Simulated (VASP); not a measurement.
Wanted: the native input for a VASP 6.6.1 run.

```
Task                   : electric field gradients
Functional             : PBE
Potentials or basis    : VASP PAW PBE potentials, release 64 (Sb, Pt)
Cutoff                 : 520 eV
k mesh                 : 5 × 5 × 5
Occupations            : fermi-dirac, width 0.05 eV
Spin                   : no spin polarisation
Dipole correction      : no
Further INCAR settings : ALGO = Normal; EDIFF = 1e-08; NBANDS = 52
```

The structure of Sb2Pt lies in POSCAR:

```
Sb2Pt
1.0
    6.4410000000      0.0000000000      0.0000000000
    0.0000000000      6.4410000000      0.0000000000
    0.0000000000      0.0000000000      6.4410000000
Sb Pt
8 4
Direct
    0.3800000000      0.3800000000      0.3800000000
    0.1200000000      0.6200000000      0.8800000000
    0.8800000000      0.1200000000      0.6200000000
    0.6200000000      0.8800000000      0.1200000000
    0.6200000000      0.6200000000      0.6200000000
    0.8800000000      0.3800000000      0.1200000000
    0.1200000000      0.8800000000      0.3800000000
    0.3800000000      0.1200000000      0.8800000000
    0.0000000000      0.0000000000      0.0000000000
    0.5000000000      0.0000000000      0.5000000000
    0.5000000000      0.5000000000      0.0000000000
    0.0000000000      0.5000000000      0.5000000000
```

These files were run (other wordings do the same):

INCAR

```
SYSTEM = Sb2Pt
PREC     = Accurate       ! precision mode
ENCUT    = 520            ! plane-wave cutoff, eV
EDIFF    = 1E-8           ! SCF threshold, eV
ISMEAR   = -1             ! smearing method
SIGMA    = 0.05           ! smearing width, eV
LREAL    = .FALSE.        ! projectors in reciprocal space
LASPH    = .TRUE.         ! aspherical terms in the spheres
NELM     = 80             ! most SCF steps
ALGO     = Normal         ! electronic algorithm
ISIF     = 2              ! what is computed and relaxed
LWAVE    = .FALSE.        ! write WAVECAR
LCHARG   = .FALSE.        ! write CHGCAR
GGA      = PE             ! functional
LEFG     = .TRUE.       
NBANDS   = 52             ! bands
```

KPOINTS

```
Automatic mesh
0
G
  5 5 5
  0 0 0
```

Potentials or basis: VASP PAW PBE potentials, release 64 (Sb, Pt).

Command:

```console
$ cat potpaw_PBE.64/Sb/POTCAR potpaw_PBE.64/Pt/POTCAR > POTCAR
$ mpirun -np 1 vasp_std > vasp.out
```

Results of the run:

```
Pressure                                : 6.5 GPa
Largest force                           : 1.209 eV/Å
Band gap on the k mesh                  : 0.19 eV (least direct gap 0.34 eV)
Largest electric field gradient by atom : Sb +25.1; Pt -22.8 V/Å²
```

Caveat: the cell stands under pressure; without QUAD_EFG the Cq values of the log hold for a quadrupole moment of 1 mb, not for the nuclei; spin-orbit coupling is left out, which moves the levels of the heavy elements; an odd mesh through Γ misses points on the zone boundary, where band edges can lie; forces of over 1 eV/Å act on the atoms, so gaps and moduli don't describe the material at rest.

Wall time 3 min on 1 thread of Intel(R) Xeon(R) Platinum 8124M CPU @ 3.00GHz (Skylake/Cascade Lake) (shared host), peak memory 0.39 GiB.
